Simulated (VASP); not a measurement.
A run of VASP 6.6.1:

INCAR

```
SYSTEM = W
ALGO = Normal ; EDIFF = 1E-6
ENCUT = 520 ; GGA = PE
ISIF = 2 ; ISMEAR = 0
LASPH = .True. ; LCHARG = .False.
LREAL = .False. ; LWAVE = .False.
NBANDS = 13 ; NELM = 80
PREC = Accurate ; SIGMA = 0.05
```

KPOINTS

```
k-points
0
Gamma
  18 18 18
  0 0 0
```

POSCAR

```
W
1.0
   -1.5823450000      1.5823450000      1.5823450000
    1.5823450000     -1.5823450000      1.5823450000
    1.5823450000      1.5823450000     -1.5823450000
W
1
Direct
    0.0000000000      0.0000000000      0.0000000000
```

Potentials or basis: VASP PAW PBE potentials, release 64 (W_sv).

The run is started by

```bash
$ cat potpaw_PBE.64/W_sv/POTCAR > POTCAR
$ mpirun -np 1 vasp_std > vasp.out
```

Hardware: 1 thread of Intel(R) Xeon(R) 6975P-C (Granite Rapids), on a shared host.

**Question.** Estimate the wall time of this run.

**Answer.** Run time: 11 s on 1 thread of Intel(R) Xeon(R) 6975P-C (Granite Rapids) (shared host), peak memory 0.15 GiB. Counts: scf iterations 11, k points 195.
